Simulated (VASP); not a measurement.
# Fe (Im-3m) in VASP: further runs, part 2 of 2

VASP 6.6.1.

**3. Single point, r2SCAN (volume scaled by 0.92)**

POSCAR reads:

```
Fe
1.0
   -1.3275991537      1.3275991537      1.3275991537
    1.3275991537     -1.3275991537      1.3275991537
    1.3275991537      1.3275991537     -1.3275991537
Fe
1
Direct
    0.0000000000      0.0000000000      0.0000000000
```

INCAR.step1 reads:

```
SYSTEM = Fe
PREC = Accurate ; ENCUT = 660
ISMEAR = -1 ; SIGMA = 0.1
LREAL = .False. ; LASPH = .True.
NELM = 120 ; NBANDS = 10
GGA = PE ; ALGO = Normal
EDIFF = 1E-5 ; LWAVE = .True.
LCHARG = .False. ; GGA_COMPAT = .False.
```

INCAR.step2 reads:

```
SYSTEM = Fe
PREC = Accurate ; ENCUT = 660
EDIFF = 1E-6 ; ISMEAR = -1
SIGMA = 0.1 ; LREAL = .False.
LASPH = .True. ; NELM = 120
ALGO = Normal ; ISIF = 2
LWAVE = .False. ; LCHARG = .True.
METAGGA = R2SCAN ; LMIXTAU = .True.
LELF = .True. ; LVHAR = .True.
NBANDS = 10 ; ISTART = 1
GGA_COMPAT = .False.
```

KPOINTS reads:

```
Automatic mesh
0
Gamma
  26 26 26
  0 0 0
```

Potentials or basis: VASP PAW PBE potentials, release 64 (Fe).

Command:

```sh
> cat potpaw_PBE.64/Fe/POTCAR > POTCAR
> cp INCAR.step1 INCAR
> mpirun -np 1 vasp_std > vasp.out
> cp INCAR.step2 INCAR
> mpirun -np 1 vasp_std > vasp.out
```

OUTCAR:

```text
SYSTEM = Fe
   PREC = Accurate
   ENCUT = 660
   EDIFF = 1E-6
   ISMEAR = -1
   LREAL = .False.
   LASPH = .True.
   NELM = 120
   ISIF = 2
   METAGGA = R2SCAN
   ISTART = 1

 ion  position               nearest neighbor table
   1  0.000  0.000  0.000-

  LATTYP: Found a body centered cubic cell.
 ALAT       =     2.6551983074

  Lattice vectors:

 A1 = (  -1.3275991537,   1.3275991537,   1.3275991537)
 A2 = (   1.3275991537,  -1.3275991537,   1.3275991537)
[... 489 lines left out ...]
      9      33.2388      0.00000
     10      35.9847      0.00000

 [... further k-points ...]

------------------------ aborting loop because EDIFF is reached ----------------------------------------

  FORCE on cell =-STRESS in cart. coord.  units (eV):
  Direction    XX          YY          ZZ          XY          YZ          ZX
  --------------------------------------------------------------------------------------
  -------------------------------------------------------------------------------------
  Total        1.7785685      1.7785685      1.7785685      0.0000000     -0.0000000     -0.0000000
  in kB      304.4530121    304.4530121    304.4530121      0.0000000     -0.0000000     -0.0000000
  external PRESSURE =     304.4530121 kB  Pullay stress =       0.0000000 kB

 VOLUME and BASIS-vectors are now :
 -----------------------------------------------------------------------------
  energy-cutoff  :      660.00
  volume of cell :        9.36
      direct lattice vectors                 reciprocal lattice vectors
    -1.327599154  1.327599154  1.327599154     0.000000000  0.376619704  0.376619704
     1.327599154 -1.327599154  1.327599154     0.376619704  0.000000000  0.376619704
     1.327599154  1.327599154 -1.327599154     0.376619704  0.376619704  0.000000000

 POSITION                                       TOTAL-FORCE (eV/Angst)
 -----------------------------------------------------------------------------------
      0.00000      0.00000      0.00000         0.000000     -0.000000      0.000000
 -----------------------------------------------------------------------------------
    total drift:                                0.000000     -0.000000      0.000000

  FREE ENERGIE OF THE ION-ELECTRON SYSTEM (eV)
  ---------------------------------------------------
  free  energy   TOTEN  =       -13.2726392167 eV

  energy  without entropy=      -13.1896388794  energy(sigma->0) =      -13.23113905
```

OUTCAR.step1:

```text
SYSTEM = Fe
   PREC = Accurate
   ENCUT = 660
   ISMEAR = -1
   LREAL = .False.
   LASPH = .True.
[... 528 lines left out ...]
 -----------------------------------------------------------------------------------
      0.00000      0.00000      0.00000        -0.000000     -0.000000      0.000000
 -----------------------------------------------------------------------------------
    total drift:                                0.000000     -0.000000      0.000000

  FREE ENERGIE OF THE ION-ELECTRON SYSTEM (eV)
  ---------------------------------------------------
  free  energy   TOTEN  =        -7.6883905130 eV

  energy  without entropy=       -7.5975963706  energy(sigma->0) =       -7.64299344
```

OSZICAR.step1:

```text
N       E                     dE             d eps       ncg     rms          rms(c)
DAV:   1     0.216804521215E+02    0.21680E+02   -0.51586E+03 10630   0.132E+03
DAV:   2    -0.836984957680E+01   -0.30050E+02   -0.28609E+02 10388   0.152E+02
DAV:   3    -0.902394069337E+01   -0.65409E+00   -0.64639E+00 11196   0.275E+01
DAV:   4    -0.902663331854E+01   -0.26926E-02   -0.26920E-02 10962   0.163E+00
DAV:   5    -0.902665004315E+01   -0.16725E-04   -0.16725E-04 11098   0.125E-01    0.138E+01
DAV:   6    -0.776559103903E+01    0.12611E+01   -0.84821E+00 10970   0.480E+01    0.164E+00
DAV:   7    -0.770888524129E+01    0.56706E-01   -0.21621E-01 11268   0.772E+00    0.130E+00
DAV:   8    -0.769043059442E+01    0.18455E-01   -0.11102E-02 14932   0.881E-01    0.354E-01
DAV:   9    -0.768839807867E+01    0.20325E-02   -0.10126E-03 10872   0.352E-01    0.629E-02
DAV:  10    -0.768839051304E+01    0.75656E-05   -0.45282E-06  7644   0.284E-02
   1 F= -.76883905E+01 E0= -.76429934E+01  d E =-.907941E-01
```

Wall time 3 min (1 thread of Intel Xeon 6975P-C, shared host); peak memory 0.19 GiB.

Results:

- Free energy: -13.2726 eV
- Pressure: 30.4 GPa
- Band gap on the k mesh: zero (band 4 reaches 9.14 eV, above the bottom of band 5 at 6.65 eV)

Levels at points of the mesh, in eV from the Fermi level:
```
           k point  band 2  band 3  band 4  band 5  band 6  band 7
(0.00, 0.00, 0.00)   -2.25   -2.25   -2.25   -0.02   -0.02   28.05
(0.50, 0.00, 0.00)   -3.85   -0.06    0.31    0.40    1.55   10.07
(0.50, 0.50, 0.50)   -5.73    1.17    1.17    1.17   12.04   12.04
```

Caveat: the PAW data sets were made with another functional, which shifts forces and pressure a little; the run has no spin polarisation, though such a crystal can be magnetic. Spin polarisation is off, so any magnetic state and its effect on volume and gap are missing.

**4. Single point, r2SCAN (volume scaled by 0.96)**

POSCAR reads:

```
Fe
1.0
   -1.3465674186      1.3465674186      1.3465674186
    1.3465674186     -1.3465674186      1.3465674186
    1.3465674186      1.3465674186     -1.3465674186
Fe
1
Direct
    0.0000000000      0.0000000000      0.0000000000
```

INCAR.step1 reads:

```
PREC = Accurate
ENCUT = 660
ISMEAR = -1
SIGMA = 0.1
LREAL = F
LASPH = T
NELM = 120
NBANDS = 10
GGA = PE
ALGO = Normal
EDIFF = 1E-5
LWAVE = T
LCHARG = F
GGA_COMPAT = F
```

INCAR.step2 reads:

```
PREC = Accurate
ENCUT = 660
EDIFF = 1E-6
ISMEAR = -1
SIGMA = 0.1
LREAL = F
LASPH = T
NELM = 120
ALGO = Normal
ISIF = 2
LWAVE = F
LCHARG = F
METAGGA = R2SCAN
LMIXTAU = T
NBANDS = 10
ISTART = 1
GGA_COMPAT = F
```

KPOINTS reads:

```
regular mesh
0
Gamma
  26 26 26
```

Command:

```sh
> cat potpaw_PBE.64/Fe/POTCAR > POTCAR
> cp INCAR.step1 INCAR
> mpirun -np 1 vasp_std > vasp.out
> cp INCAR.step2 INCAR
> mpirun -np 1 vasp_std > vasp.out
```

It took 3.3 min on 1 thread of Intel Xeon 6975P-C, shared host; peak memory 0.19 GiB.

It converged, with:

```yaml
Free_energy: -13.3283 eV
Pressure: 13.8 GPa
Band_gap_on_the_k_mesh: zero (band 4 reaches 8.54 eV, above the bottom of band 5 at 6.22 eV)
```

Levels at points of the mesh, in eV from the Fermi level:
| k point | band 1 | band 2 | band 3 | band 4 | band 5 | band 6 | band 7 | band 8 | band 9 |
| --- | --- | --- | --- | --- | --- | --- | --- | --- | --- |
| (0.00, 0.00, 0.00) | -9.85 | -2.12 | -2.12 | -2.12 | -0.01 | -0.01 | 27.60 | 27.60 | 27.60 |
| (0.50, 0.00, 0.00) | -5.63 | -3.63 | -0.06 | 0.29 | 0.37 | 1.45 | 9.60 | 20.53 | 24.14 |
| (0.50, 0.50, 0.50) | -5.38 | -5.38 | 1.09 | 1.09 | 1.09 | 11.66 | 11.66 | 11.66 | 18.10 |

Caveat: the PAW data sets were made with another functional, which shifts forces and pressure a little; the run has no spin polarisation, though such a crystal can be magnetic. Spin polarisation is off, so any magnetic state and its effect on volume and gap are missing.

**5. Summary**

| cell | gap on the mesh (eV) | pressure (GPa) |
| --- | --- | --- |
| a = 2.266 Å, angles 109.5°, 1 atom | none | 51.3 |
| a = 2.299 Å, angles 109.5°, 1 atom | none | 30.4 |
| a = 2.332 Å, angles 109.5°, 1 atom | none | 13.8 |

Alike in all rows: task single point; level r2SCAN; potentials or basis VASP PAW PBE potentials, release 64 (Fe); no spin polarisation; k mesh 26 × 26 × 26; cutoff (eV) 660; smearing fermi-dirac 0.1 eV.

Caveats: the PAW data sets were made with another functional, which shifts forces and pressure a little; the run has no spin polarisation, though such a crystal can be magnetic.

Total energies depend on the potentials used, so only differences within one code and one set of settings carry meaning.
